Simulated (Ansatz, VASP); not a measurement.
InSe: VASP beside Ansatz

Contents of INCAR:

```
SYSTEM = InSe
PREC     = Accurate       ! precision mode
ENCUT    = 520            ! plane-wave cutoff, eV
EDIFF    = 1E-6           ! SCF threshold, eV
ISMEAR   = 0              ! smearing method
SIGMA    = 0.02           ! smearing width, eV
LREAL    = .False.        ! projectors in reciprocal space
LASPH    = .True.         ! aspherical terms in the spheres
NELM     = 100            ! most SCF steps
ALGO     = Normal         ! electronic algorithm
ISIF     = 2              ! what is computed and relaxed
LWAVE    = .False.        ! write WAVECAR
LCHARG   = .False.        ! write CHGCAR
GGA      = PS             ! functional
NBANDS   = 48             ! bands
```

KPOINTS

```
Automatic mesh
0
Gamma
  12 12 2
  0 0 0
```

The input POSCAR:

```
InSe
1.0
    4.0058745417     -0.0000000029      0.0000000000
   -2.0029372684      3.4691891189      0.0000000000
    0.0000000000      0.0000000000     16.9980231208
In Se
4 4
Direct
    0.3333333333      0.6666666667      0.3316827683
    0.6666666667      0.3333333333      0.8316827683
    0.6666666667      0.3333333333      0.6683172317
    0.3333333333      0.6666666667      0.1683172317
    0.3333333333      0.6666666667      0.5930667397
    0.6666666667      0.3333333333      0.0930667397
    0.6666666667      0.3333333333      0.4069332603
    0.3333333333      0.6666666667      0.9069332603
```

Input for Ansatz:

```yaml
crystal:
  lattice:
    - [4.0058745417, -2.9e-09, 0.0]
    - [-2.0029372684, 3.4691891189, 0.0]
    - [0.0, 0.0, 16.9980231208]
  atoms:
    - { symbol: In, position: [0.3333333333, 0.6666666667, 0.3316827683] }
    - { symbol: In, position: [0.6666666667, 0.3333333333, 0.8316827683] }
    - { symbol: In, position: [0.6666666667, 0.3333333333, 0.6683172317] }
    - { symbol: In, position: [0.3333333333, 0.6666666667, 0.1683172317] }
    - { symbol: Se, position: [0.3333333333, 0.6666666667, 0.5930667397] }
    - { symbol: Se, position: [0.6666666667, 0.3333333333, 0.0930667397] }
    - { symbol: Se, position: [0.6666666667, 0.3333333333, 0.4069332603] }
    - { symbol: Se, position: [0.3333333333, 0.6666666667, 0.9069332603] }
basis: {}
kpoints:
  mp_grid: { grid: [12, 12, 2] }
hamiltonian:
  xc: pbesol
  pseudopotentials: { kind: all_electron, lapw: {} }
scf:
  occupations: { method: gaussian, width: 0.02 }
output:
  forces: true
  stress: true
  eigenvalues: true
```

Alike in both runs: task single point; functional PBEsol; k mesh 12 × 12 × 2; occupations gaussian, width 0.02 eV; no spin polarisation.

|  | VASP | Ansatz |
| --- | --- | --- |
| version | VASP 6.6.1 | Ansatz 0.2.0 |
| potentials or method | VASP PAW PBE potentials, release 64 (In_d, Se), cutoff 520 eV | scalar-relativistic, all-electron LAPW |

```csv
,VASP,Ansatz,Ansatz less VASP
gap on the k mesh at the Fermi level (eV),0.42,0.44,+0.016
least direct gap on the mesh (eV),0.42,0.44,+0.016
pressure (GPa),0.0,0.0,-0.05
rms of the force components (eV/Å),0.010,0.001,-0.0098
```

VASP's potentials were made for PBE, not for PBEsol. Atom by atom the forces differ by 0.011 eV/Å (rms over components). Ansatz ran all-electron here, and VASP with PAW potentials.
